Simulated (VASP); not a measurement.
# MgGaC4N4 (P-43m) in VASP: single point with PBE

Aim: the single point of MgGaC4N4 with PBE.

All numbers are computed with VASP 6.6.1; they aren't measurements. Logs are shortened: lines on timing, memory, paths and dates and some standing lists are left out, and cuts for length are marked.

### 1 The cell of the first run

The structure is cubic, space group P-43m (No. 215). Conventional cell: a = 6.044 Å, b = 6.044 Å, c = 6.044 Å, α = 90.00°, β = 90.00°, γ = 90.00°. Within 2.9 Å of Mg (site symmetry -43m) lie 4 C at 2.17 Å. Within 2.5 Å of Ga (site symmetry -43m) lie 4 N at 1.89 Å. C (site symmetry 3m) has 1 N at 1.18 Å within 1.6 Å. N (site symmetry 3m) has 1 C at 1.18 Å within 1.6 Å.

### 2 Single point, PBE

Input file INCAR:

```
PREC = Accurate
ENCUT = 1330
EDIFF = 1E-6
ISMEAR = 0
SIGMA = 0.1
LREAL = False
LASPH = True
NELM = 120
ALGO = Normal
ISIF = 2
LWAVE = False
LCHARG = False
GGA = PE
NBANDS = 40
GGA_COMPAT = False
```

Input file KPOINTS:

```
regular mesh
0
Gamma
  6 6 6
```

Input file POSCAR:

```
MgGaC4N4
1.0
    6.0435384907      0.0000000000      0.0000000000
    0.0000000000      6.0435384907      0.0000000000
    0.0000000000      0.0000000000      6.0435384907
Mg Ga C N
1 1 4 4
Direct
    0.0000000000      0.0000000000      0.0000000000
    0.5000000000      0.5000000000      0.5000000000
    0.2071970223      0.2071970223      0.2071970223
    0.2071970223      0.7928029777      0.7928029777
    0.7928029777      0.2071970223      0.7928029777
    0.7928029777      0.7928029777      0.2071970223
    0.3197594639      0.3197594639      0.3197594639
    0.3197594639      0.6802405361      0.6802405361
    0.6802405361      0.3197594639      0.6802405361
    0.6802405361      0.6802405361      0.3197594639
```

Potentials or basis: VASP PAW PBE potentials, release 64 (Mg_sv, Ga_d, C_h, N_h).

The run is started by

```console
cat potpaw_PBE.64/Mg_sv/POTCAR potpaw_PBE.64/Ga_d/POTCAR potpaw_PBE.64/C_h/POTCAR potpaw_PBE.64/N_h/POTCAR > POTCAR
mpirun -np 1 vasp_std > vasp.out
```

OUTCAR:

```text
PREC = Accurate
   ENCUT = 1330
   EDIFF = 1E-6
   ISMEAR = 0
   LREAL = False
   LASPH = True
   NELM = 120
   ISIF = 2
   GGA = PE

 ion  position               nearest neighbor table
   1  0.000  0.000  0.000-
   2  0.500  0.500  0.500-   7 1.89   8 1.89   9 1.89  10 1.89
   3  0.207  0.207  0.207-   7 1.18
   4  0.207  0.793  0.793-   8 1.18
   5  0.793  0.207  0.793-   9 1.18
   6  0.793  0.793  0.207-  10 1.18
   7  0.320  0.320  0.320-   3 1.18   2 1.89
   8  0.320  0.680  0.680-   4 1.18   2 1.89
   9  0.680  0.320  0.680-   5 1.18   2 1.89
  10  0.680  0.680  0.320-   6 1.18   2 1.89

  LATTYP: Found a simple cubic cell.
 ALAT       =     6.0435384907

  Lattice vectors:

 A1 = (   6.0435384907,   0.0000000000,   0.0000000000)
 A2 = (   0.0000000000,   6.0435384907,   0.0000000000)
 A3 = (   0.0000000000,   0.0000000000,   6.0435384907)

Analysis of symmetry for initial positions (statically):
=====================================================================
 Subroutine PRICEL returns:
 Original cell was already a primitive cell.

 Routine SETGRP: Setting up the symmetry group for a
 simple cubic supercell.

 Subroutine GETGRP returns: Found 24 space group operations
 (whereof 24 operations were pure point group operations)
 out of a pool of 48 trial point group operations.

The static configuration has the point symmetry T_d .

Analysis of symmetry for dynamics (positions and initial velocities):
=====================================================================
 Subroutine PRICEL returns:
 Original cell was already a primitive cell.

 Routine SETGRP: Setting up the symmetry group for a
 simple cubic supercell.

 Subroutine GETGRP returns: Found 24 space group operations
 (whereof 24 operations were pure point group operations)
 out of a pool of 48 trial point group operations.

The dynamic configuration has the point symmetry T_d .

 Subroutine INISYM returns: Found 24 space group operations
 (whereof 24 operations are pure point group operations),
 and found     1 'primitive' translations

----------------------------------------------------------------------------------------

                                     Primitive cell

  volume of cell :     220.7364

  direct lattice vectors                    reciprocal lattice vectors
     6.043538491  0.000000000  0.000000000     0.165465977  0.000000000  0.000000000
     0.000000000  6.043538491  0.000000000     0.000000000  0.165465977  0.000000000
     0.000000000  0.000000000  6.043538491     0.000000000  0.000000000  0.165465977

  length of vectors
     6.043538491  6.043538491  6.043538491     0.165465977  0.165465977  0.165465977

  position of ions in fractional coordinates (direct lattice)
     0.000000000  0.000000000  0.000000000
     0.500000000  0.500000000  0.500000000
     0.207197022  0.207197022  0.207197022
     0.207197022  0.792802978  0.792802978
     0.792802978  0.207197022  0.792802978
     0.792802978  0.792802978  0.207197022
     0.319759464  0.319759464  0.319759464
     0.319759464  0.680240536  0.680240536
     0.680240536  0.319759464  0.680240536
     0.680240536  0.680240536  0.319759464

  ion indices of the primitive-cell ions
   primitive index   ion index
                 1           1
                 2           2
                 3           3
                 4           4
                 5           5
                 6           6
                 7           7
                 8           8
                 9           9
                10          10

----------------------------------------------------------------------------------------

 KPOINTS: regular mesh

Automatic generation of k-mesh.
 Grid dimensions read from file:
 generate k-points for:    6    6    6

 Generating k-lattice:

  Cartesian coordinates                     Fractional coordinates (reciprocal lattice)
     0.027577663  0.000000000  0.000000000     0.166666667  0.000000000  0.000000000
     0.000000000  0.027577663  0.000000000     0.000000000  0.166666667  0.000000000
     0.000000000  0.000000000  0.027577663     0.000000000  0.000000000  0.166666667

  Length of vectors
     0.027577663  0.027577663  0.027577663

  Shift w.r.t. Gamma in fractional coordinates (k-lattice)
     0.000000000  0.000000000  0.000000000

 Subroutine IBZKPT returns following result:
 ===========================================

 Found     20 irreducible k-points:

 Following reciprocal coordinates:
            Coordinates               Weight
  0.000000  0.000000  0.000000      1.000000
  0.166667  0.000000  0.000000      6.000000
  0.333333  0.000000  0.000000      6.000000
  0.500000  0.000000  0.000000      3.000000
  0.166667  0.166667  0.000000     12.000000
  0.333333  0.166667  0.000000     24.000000
[... 12 lines left out ...]
  0.500000  0.500000  0.333333      6.000000
  0.500000  0.500000  0.500000      1.000000
   k-points           NKPTS =     20   k-points in BZ     NKDIM =     20   number of bands    NBANDS=     40
   number of dos      NEDOS =    301   number of ions     NIONS =     10
   total plane-waves  NPLWV = 373248
   dimension x,y,z NGX =    72 NGY =   72 NGZ =   72
   dimension x,y,z NGXF=   144 NGYF=  144 NGZF=  144
   ions per type =               1   1   4   4
   NGX,Y,Z   is equivalent  to a cutoff of  19.81, 19.81, 19.81 a.u.
   NGXF,Y,Z  is equivalent  to a cutoff of  39.61, 39.61, 39.61 a.u.
 SYSTEM =  unknown system
   PREC   = accura    normal or accurate (medium, high low for compatibility)
   ISTART =      0    job   : 0-new  1-cont  2-samecut
   ICHARG =      2    charge: 1-file 2-atom 10-const
   ISPIN  =      1    spin polarized calculation?
   LNONCOLLINEAR =      F non collinear calculations
   LSORBIT =      F    spin-orbit coupling
   LASPH  =      T    aspherical Exc in radial PAW
   ENCUT  = 1330.0 eV  97.75 Ry    9.89 a.u.  17.97 17.97 17.97*2*pi/ulx,y,z
   NELM   =    120;   NELMIN=  2; NELMDL= -5     # of ELM steps
   EDIFF  = 0.1E-05   stopping-criterion for ELM
   LREAL  =      F    real-space projection
[... 7 lines left out ...]
   TEBEG  =    0.0;   TEEND  =   0.0 temperature during run
   PSTRESS=    0.0 pullay stress
   NELECT =      59.0000    total number of electrons
   NUPDOWN=      -1.0000    fix difference up-down
   EMIN   =  10.00;   EMAX   =-10.00  energy-range for DOS
   EFERMI =   0.00;   METHOD = LEGACY
   ISMEAR =     0;   SIGMA  =   0.10  broadening in eV -4-tet -1-fermi 0-gaus
   EFERMI_NEDOS =   21; number of points for ismear=-14 and -15
   IALGO  =     38    algorithm
   IMIX   =      4    mixing-type and parameters
     AMIX     =   0.40;   BMIX     =  1.00
     AMIX_MAG =   1.60;   BMIX_MAG =  1.00
  volume/ion in A,a.u.               =      22.07       148.96
  Fermi-wavevector in a.u.,A,eV,Ry     =   1.054551  1.992812 15.130734  1.112078
  Thomas-Fermi vector in A             =   2.189715
   LORBIT       =      0    0 simple, 1 ext, 2 COOP (PROOUT), +10 PAW based schemes
   GGA     = PE    functional components
   LHFCALC =     F    Hartree Fock is set to
   AEXX    =    0.0000 exact exchange contribution
   IVDW    =     0    specifies the selected vdW correction
   LEPSILON=     F    determine dielectric tensor
   LRPA    =     F    only Hartree local field effects (RPA)
 non-spin polarized calculation
 Gauss-broadening in eV      SIGMA  =   0.10
  energy-cutoff  :     1330.00
  volume of cell :      220.74
 maximum number of plane-waves:     24464
 NGX is ok and might be reduce to    72
   NGX = 35   NGY = 35   NGZ = 35

 number of electron      59.0000001 magnetization

 Free energy of the ion-electron system (eV)
  ---------------------------------------------------
  ext. energy  EPLUGINS =         0.00000000
  ---------------------------------------------------
  free energy    TOTEN  =       -71.28075183 eV

  energy without entropy =      -71.23341703  energy(sigma->0) =      -71.25708443

 E-fermi :   2.0164     XC(G=0):  -6.8399

 val. band max:        2.0139235324   @ k =   0.1667   0.1667   0.0000
 cond. band min:       2.0195374730   @ k =   0.3333   0.3333   0.1667
 fundamental gap:      0.0056139405
 Fermi energy:         2.0163650463

 k-point     1 :       0.0000    0.0000    0.0000
  band No.  band energies     occupation
      1     -75.0089      2.00000
      2     -41.7638      2.00000
      3     -41.7638      2.00000
      4     -41.7638      2.00000
      5     -18.8880      2.00000
      6     -18.7311      2.00000
[... 32 lines left out ...]
     39       4.3942      0.00000
     40       7.5052      0.00000

 k-point     2 :       0.1667    0.0000    0.0000
  band No.  band energies     occupation
      1     -75.0089      2.00000
      2     -41.7638      2.00000
      3     -41.7638      2.00000
      4     -41.7638      2.00000
      5     -18.8836      2.00000
      6     -18.7354      2.00000
[... 32 lines left out ...]
     39       4.4764      0.00000
     40       6.9099      0.00000

 k-point     3 :       0.3333    0.0000    0.0000
  band No.  band energies     occupation
      1     -75.0089      2.00000
      2     -41.7638      2.00000
      3     -41.7638      2.00000
      4     -41.7638      2.00000
      5     -18.8740      2.00000
      6     -18.7448      2.00000
[... 681 lines left out ...]
  band No.  band energies     occupation
      1     -75.0089      2.00000
      2     -41.7638      2.00000
      3     -41.7638      2.00000
      4     -41.7638      2.00000
      5     -18.8522      2.00000
      6     -18.7426      2.00000
[... 32 lines left out ...]
     39       5.7403      0.00000
     40       5.8052      0.00000

 k-point    20 :       0.5000    0.5000    0.5000
  band No.  band energies     occupation
      1     -75.0089      2.00000
      2     -41.7638      2.00000
      3     -41.7638      2.00000
      4     -41.7638      2.00000
      5     -18.8508      2.00000
      6     -18.7425      2.00000
[... 32 lines left out ...]
     39       5.6463      0.00000
     40       5.6463      0.00000

------------------------ aborting loop because EDIFF is reached ----------------------------------------

  FORCE on cell =-STRESS in cart. coord.  units (eV):
  Direction    XX          YY          ZZ          XY          YZ          ZX
  --------------------------------------------------------------------------------------
  -------------------------------------------------------------------------------------
  Total       -0.1045162     -0.1045162     -0.1045162      0.0000000     -0.0000000      0.0000000
  in kB       -0.7586127     -0.7586127     -0.7586127      0.0000000     -0.0000000      0.0000000
  external PRESSURE =      -0.7586127 kB  Pullay stress =       0.0000000 kB

 VOLUME and BASIS-vectors are now :
 -----------------------------------------------------------------------------
  energy-cutoff  :     1330.00
  volume of cell :      220.74
      direct lattice vectors                 reciprocal lattice vectors
     6.043538491  0.000000000  0.000000000     0.165465977  0.000000000  0.000000000
     0.000000000  6.043538491  0.000000000     0.000000000  0.165465977  0.000000000
     0.000000000  0.000000000  6.043538491     0.000000000  0.000000000  0.165465977

 POSITION                                       TOTAL-FORCE (eV/Angst)
 -----------------------------------------------------------------------------------
      0.00000      0.00000      0.00000        -0.000000     -0.000000      0.000000
      3.02177      3.02177      3.02177        -0.000000     -0.000000      0.000000
      1.25220      1.25220      1.25220        -0.000324     -0.000324     -0.000324
      1.25220      4.79134      4.79134        -0.000324      0.000324      0.000324
      4.79134      1.25220      4.79134         0.000324     -0.000324      0.000324
      4.79134      4.79134      1.25220         0.000324      0.000324     -0.000324
      1.93248      1.93248      1.93248         0.018199      0.018199      0.018199
      1.93248      4.11106      4.11106         0.018199     -0.018199     -0.018199
      4.11106      1.93248      4.11106        -0.018199      0.018199     -0.018199
      4.11106      4.11106      1.93248        -0.018199     -0.018199      0.018199
 -----------------------------------------------------------------------------------
    total drift:                               -0.000000     -0.000000     -0.000000

  FREE ENERGIE OF THE ION-ELECTRON SYSTEM (eV)
  ---------------------------------------------------
  free  energy   TOTEN  =       -71.2807518267 eV

  energy  without entropy=      -71.2334170311  energy(sigma->0) =      -71.25708443
```

Wall time 15 min (1 thread of Intel Xeon Platinum 8488C (Sapphire Rapids), shared host); peak memory 1.2 GiB.

Results:

| Quantity | Value |
| --- | --- |
| Free energy | -71.2808 eV |
| Pressure | -0.1 GPa |
| Largest force | 0.032 eV/Å |
| Band gap on the k mesh | zero (an odd number of electrons rules out a gap without spin polarisation) |

Forces on the atoms (eV/Å):
```
Mg   0.000  0.000  0.000
Ga   0.000  0.000  0.000
C    0.000  0.000  0.000
C    0.000  0.000  0.000
C    0.000  0.000  0.000
C    0.000  0.000  0.000
N    0.018  0.018  0.018
N    0.018 -0.018 -0.018
N   -0.018  0.018 -0.018
N   -0.018 -0.018  0.018
```

Levels at points of the mesh, in eV from the Fermi level:
```csv
k point,band 26,band 27,band 28,band 29,band 30,band 31,band 32,band 33
"(0.00, 0.00, 0.00)",-6.59,-6.41,-6.41,-6.41,-0.11,-0.11,-0.11,0.53
"(0.50, 0.00, 0.00)",-6.62,-6.60,-6.21,-6.21,0.17,0.17,0.24,0.28
"(0.50, 0.50, 0.00)",-6.63,-6.52,-6.20,-6.20,0.14,0.39,0.49,0.49
"(0.50, 0.50, 0.50)",-6.50,-6.49,-6.49,-6.49,0.25,0.25,0.25,0.73
```

Caveat: an odd number of electrons without spin polarisation forces a metal; a magnetic or distorted state may lie lower.
